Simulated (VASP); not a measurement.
# PbS (Galena) (Fm-3m) in VASP: notebook

PbS (Galena) is run at these levels: PBEsol, PBE; tasks: single point.

All numbers are computed with VASP 6.6.1; they aren't measurements. Logs are shortened: lines on timing, memory, paths and dates and some standing lists are left out, and cuts for length are marked.

### 1 The cell of the first run

Symmetry: Fm-3m, No. 225, cubic system. Conventional cell: a = 5.903 Å, b = 5.903 Å, c = 5.903 Å, α = 90.00°, β = 90.00°, γ = 90.00°. Pb (site symmetry m-3m) has 6 S at 2.95 Å within 3.9 Å. Within 3.9 Å of S (site symmetry m-3m) lie 6 Pb at 2.95 Å.

### 2 Single point, PBEsol

INCAR reads:

```
ALGO = Normal
EDIFF = 1E-7
ENCUT = 520
GGA = PS
ISIF = 2
ISMEAR = -1
LASPH = T
LCHARG = F
LREAL = F
LWAVE = F
NBANDS = 17
NELM = 80
PREC = Accurate
SIGMA = 0.05
```

KPOINTS reads:

```
k-points
0
Gamma
  8 8 8
```

POSCAR reads:

```
PbS
1.0
    0.0000000000      2.9513373887      2.9513373887
    2.9513373887      0.0000000000      2.9513373887
    2.9513373887      2.9513373887      0.0000000000
Pb S
1 1
Direct
    0.0000000000      0.0000000000      0.0000000000
    0.5000000000      0.5000000000      0.5000000000
```

Potentials or basis: VASP PAW PBE potentials, release 64 (Pb_d, S).

Run with:

```
cat potpaw_PBE.64/Pb_d/POTCAR potpaw_PBE.64/S/POTCAR > POTCAR
mpirun -np 1 vasp_std > vasp.out
```

OUTCAR:

```text
EDIFF = 1E-7
   ENCUT = 520
   GGA = PS
   ISIF = 2
   ISMEAR = -1
   LASPH = T
   LREAL = F
   NELM = 80
   PREC = Accurate

 ion  position               nearest neighbor table
   1  0.000  0.000  0.000-   2 2.95   2 2.95   2 2.95   2 2.95   2 2.95   2 2.95
   2  0.500  0.500  0.500-   1 2.95   1 2.95   1 2.95   1 2.95   1 2.95   1 2.95

  LATTYP: Found a face centered cubic cell.
 ALAT       =     5.9026747774

  Lattice vectors:

 A1 = (   0.0000000000,   2.9513373887,   2.9513373887)
 A2 = (   2.9513373887,   0.0000000000,   2.9513373887)
 A3 = (   2.9513373887,   2.9513373887,   0.0000000000)

Analysis of symmetry for initial positions (statically):
=====================================================================
 Subroutine PRICEL returns:
 Original cell was already a primitive cell.

 Routine SETGRP: Setting up the symmetry group for a
 face centered cubic supercell.

 Subroutine GETGRP returns: Found 48 space group operations
[... 9 lines left out ...]

 Routine SETGRP: Setting up the symmetry group for a
 face centered cubic supercell.

 Subroutine GETGRP returns: Found 48 space group operations
[... 11 lines left out ...]
                                     Primitive cell

  volume of cell :      51.4146

  direct lattice vectors                    reciprocal lattice vectors
     0.000000000  2.951337389  2.951337389    -0.169414721  0.169414721  0.169414721
     2.951337389  0.000000000  2.951337389     0.169414721 -0.169414721  0.169414721
     2.951337389  2.951337389  0.000000000     0.169414721  0.169414721 -0.169414721

  length of vectors
     4.173821362  4.173821362  4.173821362     0.293434904  0.293434904  0.293434904

  position of ions in fractional coordinates (direct lattice)
     0.000000000  0.000000000  0.000000000
     0.500000000  0.500000000  0.500000000

  ion indices of the primitive-cell ions
   primitive index   ion index
                 1           1
                 2           2

----------------------------------------------------------------------------------------

 KPOINTS: k-points

Automatic generation of k-mesh.
 Grid dimensions read from file:
 generate k-points for:    8    8    8

 Generating k-lattice:

[... 51 lines left out ...]
 SYSTEM =  unknown system
   PREC   = accura    normal or accurate (medium, high low for compatibility)
   ISTART =      0    job   : 0-new  1-cont  2-samecut
   ICHARG =      2    charge: 1-file 2-atom 10-const
   ISPIN  =      1    spin polarized calculation?
   LNONCOLLINEAR =      F non collinear calculations
   LSORBIT =      F    spin-orbit coupling
   LASPH  =      T    aspherical Exc in radial PAW
   ENCUT  =  520.0 eV  38.22 Ry    6.18 a.u.   7.76  7.76  7.76*2*pi/ulx,y,z
   NELM   =     80;   NELMIN=  2; NELMDL= -5     # of ELM steps
   EDIFF  = 0.1E-06   stopping-criterion for ELM
   LREAL  =      F    real-space projection
   EDIFFG = 0.1E-05   stopping-criterion for IOM
   NSW    =      0    number of steps for IOM
   IBRION =     -1    ionic relax: 0-MD 1-quasi-New 2-CG
   NFREE  =      0    steps in history (QN), initial steepest desc. (CG)
   ISIF   =      2    stress and relaxation
   ISYM   =      2    0-nonsym 1-usesym 2-fastsym
   POTIM  = 0.5000    time-step for ionic-motion
   TEBEG  =    0.0;   TEEND  =   0.0 temperature during run
   PSTRESS=    0.0 pullay stress
   NELECT =      20.0000    total number of electrons
   NUPDOWN=      -1.0000    fix difference up-down
   EMIN   =  10.00;   EMAX   =-10.00  energy-range for DOS
   EFERMI =   0.00;   METHOD = LEGACY
   ISMEAR =    -1;   SIGMA  =   0.05  broadening in eV -4-tet -1-fermi 0-gaus
   EFERMI_NEDOS =   21; number of points for ismear=-14 and -15
   IALGO  =     38    algorithm
   IMIX   =      4    mixing-type and parameters
     AMIX     =   0.40;   BMIX     =  1.00
     AMIX_MAG =   1.60;   BMIX_MAG =  1.00
  volume/ion in A,a.u.               =      25.71       173.48
  Fermi-wavevector in a.u.,A,eV,Ry     =   1.195059  2.258334 19.431374  1.428166
  Thomas-Fermi vector in A             =   2.331034
   LORBIT       =      0    0 simple, 1 ext, 2 COOP (PROOUT), +10 PAW based schemes
   GGA     = PS    functional components
   LHFCALC =     F    Hartree Fock is set to
   AEXX    =    0.0000 exact exchange contribution
   IVDW    =     0    specifies the selected vdW correction
   LEPSILON=     F    determine dielectric tensor
   LRPA    =     F    only Hartree local field effects (RPA)
 non-spin polarized calculation
  energy-cutoff  :      520.00
  volume of cell :       51.41
 maximum number of plane-waves:      1411
   NGX = 15   NGY = 15   NGZ = 15

 number of electron      19.9999997 magnetization

 Free energy of the ion-electron system (eV)
  ---------------------------------------------------
  ext. energy  EPLUGINS =         0.00000000
  ---------------------------------------------------
  free energy    TOTEN  =        -9.45767027 eV

  energy without entropy =       -9.45709819  energy(sigma->0) =       -9.45738423

 E-fermi :   5.9979     XC(G=0):  -9.9562

 val. band max:        5.8980385949   @ k =   0.5000   0.0000   0.0000
 cond. band min:       6.0977014554   @ k =   0.5000   0.0000   0.0000
 fundamental gap:      0.1996628605
 Fermi energy:         5.9978720283

 k-point     1 :       0.0000    0.0000    0.0000
  band No.  band energies     occupation
      1     -10.8865      2.00000
      2     -10.8865      2.00000
      3     -10.8865      2.00000
      4     -10.8736      2.00000
      5     -10.8736      2.00000
      6      -7.8566      2.00000
[... 457 lines left out ...]
      4     -10.8553      2.00000
      5     -10.8325      2.00000
      6      -6.3072      2.00000
[... 9 lines left out ...]
     16      16.7538      0.00000
     17      16.9717      0.00000

 [... further k-points ...]

------------------------ aborting loop because EDIFF is reached ----------------------------------------

  FORCE on cell =-STRESS in cart. coord.  units (eV):
  Direction    XX          YY          ZZ          XY          YZ          ZX
  --------------------------------------------------------------------------------------
  -------------------------------------------------------------------------------------
  Total       -0.0193479     -0.0193479     -0.0193479      0.0000000      0.0000000      0.0000000
  in kB       -0.6029190     -0.6029190     -0.6029190      0.0000000      0.0000000      0.0000000
  external PRESSURE =      -0.6029190 kB  Pullay stress =       0.0000000 kB

 VOLUME and BASIS-vectors are now :
 -----------------------------------------------------------------------------
  energy-cutoff  :      520.00
  volume of cell :       51.41
      direct lattice vectors                 reciprocal lattice vectors
     0.000000000  2.951337389  2.951337389    -0.169414721  0.169414721  0.169414721
     2.951337389  0.000000000  2.951337389     0.169414721 -0.169414721  0.169414721
     2.951337389  2.951337389  0.000000000     0.169414721  0.169414721 -0.169414721

 POSITION                                       TOTAL-FORCE (eV/Angst)
 -----------------------------------------------------------------------------------
      0.00000      0.00000      0.00000        -0.000000     -0.000000     -0.000000
      2.95134      2.95134      2.95134         0.000000      0.000000      0.000000
 -----------------------------------------------------------------------------------
    total drift:                                0.000000     -0.000000     -0.000000

  FREE ENERGIE OF THE ION-ELECTRON SYSTEM (eV)
  ---------------------------------------------------
  free  energy   TOTEN  =        -9.4576702722 eV

  energy  without entropy=       -9.4570981871  energy(sigma->0) =       -9.45738423
```

OSZICAR:

```text
N       E                     dE             d eps       ncg     rms          rms(c)
DAV:   1     0.159755655875E+03    0.15976E+03   -0.96494E+03   986   0.123E+03
DAV:   2     0.210712577007E+01   -0.15765E+03   -0.15254E+03  1062   0.319E+02
DAV:   3    -0.956309300709E+01   -0.11670E+02   -0.11568E+02  1324   0.903E+01
DAV:   4    -0.984109647893E+01   -0.27800E+00   -0.27776E+00  1227   0.153E+01
DAV:   5    -0.985163721326E+01   -0.10541E-01   -0.10540E-01  1463   0.293E+00    0.448E+00
DAV:   6    -0.946151289246E+01    0.39012E+00   -0.11082E+00  1561   0.758E+00    0.303E+00
DAV:   7    -0.945802847876E+01    0.34844E-02   -0.10742E-01  1208   0.169E+00    0.164E+00
DAV:   8    -0.945788932179E+01    0.13916E-03   -0.11015E-02  1164   0.107E+00    0.164E-01
DAV:   9    -0.945760217555E+01    0.28715E-03   -0.21658E-03  1525   0.373E-01    0.722E-02
DAV:  10    -0.945767018952E+01   -0.68014E-04   -0.18516E-04  1190   0.805E-02    0.343E-02
DAV:  11    -0.945767039293E+01   -0.20341E-06   -0.16148E-05  1382   0.417E-02    0.895E-03
DAV:  12    -0.945767035587E+01    0.37057E-07   -0.13127E-06  1368   0.153E-02    0.453E-03
DAV:  13    -0.945767027220E+01    0.83671E-07   -0.23663E-07  1112   0.270E-03
   1 F= -.94576703E+01 E0= -.94573842E+01  d E =-.572085E-03
```

stdout:

```text
POSCAR found type information on POSCAR PbS
 POSCAR found :  2 types and       2 ions
 scaLAPACK will be used
 -----------------------------------------------------------------------------
|                                                                             |
|                                                                             |
|     You enforced a specific xc type in the INCAR file but a different       |
|     I HOPE YOU KNOW WHAT YOU ARE DOING!                                     |
|                                                                             |
 -----------------------------------------------------------------------------

 LDA part: xc-table for (Slater+PW92), standard interpolation
 POSCAR, INCAR and KPOINTS ok, starting setup
 FFT: planning ... GRIDC
 FFT: planning ... GRID_SOFT
 FFT: planning ... GRID
 WAVECAR not read
 entering main loop
```

It took 16 s on 1 thread of AMD EPYC 9R45 (Zen 5), shared host; peak memory 0.15 GiB.

What came out:

* Free energy: -9.4577 eV
* Pressure: -0.1 GPa
* Band gap on the k mesh: 0.20 eV, direct

Caveat: the PAW data sets were made with another functional, which shifts forces and pressure a little; spin-orbit coupling is left out, which moves the levels of the heavy elements.

### 3 Single point, PBE

This run uses another cell than the first one, of 26.09 Å³/atom, 1.015 times its volume.

INCAR reads:

```
PREC = Accurate ; ENCUT = 520
EDIFF = 1E-6 ; ISMEAR = 0
SIGMA = 0.023 ; LREAL = False
LASPH = True ; NELM = 60
ALGO = Normal ; ISIF = 2
LWAVE = False ; LCHARG = True
GGA = PE ; LELF = True
LVHAR = True ; NBANDS = 17
```

KPOINTS reads:

```
Automatic mesh
0
Gamma
  8 8 8
```

POSCAR reads:

```
PbS
1.0
    0.0000000000      2.9657500000      2.9657500000
    2.9657500000      0.0000000000      2.9657500000
    2.9657500000      2.9657500000      0.0000000000
Pb S
1 1
Direct
    0.0000000000      0.0000000000      0.0000000000
    0.5000000000      0.5000000000      0.5000000000
```

Potentials or basis: VASP PAW PBE potentials, release 64 (Pb_d, S).

Run with:

```
cat potpaw_PBE.64/Pb_d/POTCAR potpaw_PBE.64/S/POTCAR > POTCAR
mpirun -np 1 vasp_std > vasp.out
```

OUTCAR:

```text
PREC = Accurate
   ENCUT = 520
   EDIFF = 1E-6
   ISMEAR = 0
   LREAL = False
   LASPH = True
   NELM = 60
   ISIF = 2
   GGA = PE

 ion  position               nearest neighbor table
   1  0.000  0.000  0.000-   2 2.97   2 2.97   2 2.97   2 2.97   2 2.97   2 2.97
   2  0.500  0.500  0.500-   1 2.97   1 2.97   1 2.97   1 2.97   1 2.97   1 2.97

  LATTYP: Found a face centered cubic cell.
 ALAT       =     5.9315000000

  Lattice vectors:

 A1 = (   0.0000000000,   2.9657500000,   2.9657500000)
 A2 = (   2.9657500000,   0.0000000000,   2.9657500000)
 A3 = (   2.9657500000,   2.9657500000,   0.0000000000)

Analysis of symmetry for initial positions (statically):
=====================================================================
 Subroutine PRICEL returns:
 Original cell was already a primitive cell.

 Routine SETGRP: Setting up the symmetry group for a
 face centered cubic supercell.

 Subroutine GETGRP returns: Found 48 space group operations
[... 9 lines left out ...]

 Routine SETGRP: Setting up the symmetry group for a
 face centered cubic supercell.

 Subroutine GETGRP returns: Found 48 space group operations
[... 11 lines left out ...]
                                     Primitive cell
[... 138 lines left out ...]

 E-fermi :   5.9473     XC(G=0):  -9.6823

 val. band max:        5.8229542094   @ k =   0.5000   0.0000   0.0000
 cond. band min:       6.1871647579   @ k =   0.5000   0.0000   0.0000
 fundamental gap:      0.3642105486
 Fermi energy:         5.9472978930

 k-point     1 :       0.0000    0.0000    0.0000
  band No.  band energies     occupation
      1     -11.0015      2.00000
      2     -11.0015      2.00000
      3     -11.0015      2.00000
      4     -10.9851      2.00000
      5     -10.9851      2.00000
      6      -7.7750      2.00000
[... 457 lines left out ...]
      4     -10.9724      2.00000
      5     -10.9514      2.00000
      6      -6.3074      2.00000
[... 9 lines left out ...]
     16      16.7388      0.00000
     17      17.0015      0.00000

 [... further k-points ...]

------------------------ aborting loop because EDIFF is reached ----------------------------------------

  FORCE on cell =-STRESS in cart. coord.  units (eV):
  Direction    XX          YY          ZZ          XY          YZ          ZX
  --------------------------------------------------------------------------------------
  -------------------------------------------------------------------------------------
  Total        0.6976850      0.6976850      0.6976850     -0.0000000     -0.0000000     -0.0000000
  in kB       21.4257670     21.4257670     21.4257670     -0.0000000     -0.0000000     -0.0000000
  external PRESSURE =      21.4257670 kB  Pullay stress =       0.0000000 kB

 VOLUME and BASIS-vectors are now :
 -----------------------------------------------------------------------------
  energy-cutoff  :      520.00
  volume of cell :       52.17
      direct lattice vectors                 reciprocal lattice vectors
     0.000000000  2.965750000  2.965750000    -0.168591419  0.168591419  0.168591419
     2.965750000  0.000000000  2.965750000     0.168591419 -0.168591419  0.168591419
     2.965750000  2.965750000  0.000000000     0.168591419  0.168591419 -0.168591419

 POSITION                                       TOTAL-FORCE (eV/Angst)
 -----------------------------------------------------------------------------------
      0.00000      0.00000      0.00000         0.000000      0.000000     -0.000000
      2.96575      2.96575      2.96575        -0.000000     -0.000000      0.000000
 -----------------------------------------------------------------------------------
    total drift:                                0.000000     -0.000000     -0.000000

  FREE ENERGIE OF THE ION-ELECTRON SYSTEM (eV)
  ---------------------------------------------------
  free  energy   TOTEN  =        -8.7560459526 eV

  energy  without entropy=       -8.7560459526  energy(sigma->0) =       -8.75604595
```

stdout:

```text
POSCAR found type information on POSCAR PbS
 POSCAR found :  2 types and       2 ions
 scaLAPACK will be used
 LDA part: xc-table for (Slater+PW92), standard interpolation
 POSCAR, INCAR and KPOINTS ok, starting setup
 FFT: planning ... GRIDC
 FFT: planning ... GRID_SOFT
 FFT: planning ... GRID
 WAVECAR not read
 entering main loop
```

It took 16 s on 1 thread of AMD EPYC 9R45 (Zen 5), shared host; peak memory 0.15 GiB.

Results:

| Quantity | Value |
| --- | --- |
| Free energy | -8.7560 eV |
| Pressure | 2.1 GPa |
| Band gap on the k mesh | 0.36 eV, direct |

Caveat: spin-orbit coupling is left out, which moves the levels of the heavy elements. A k mesh can miss the band edges.
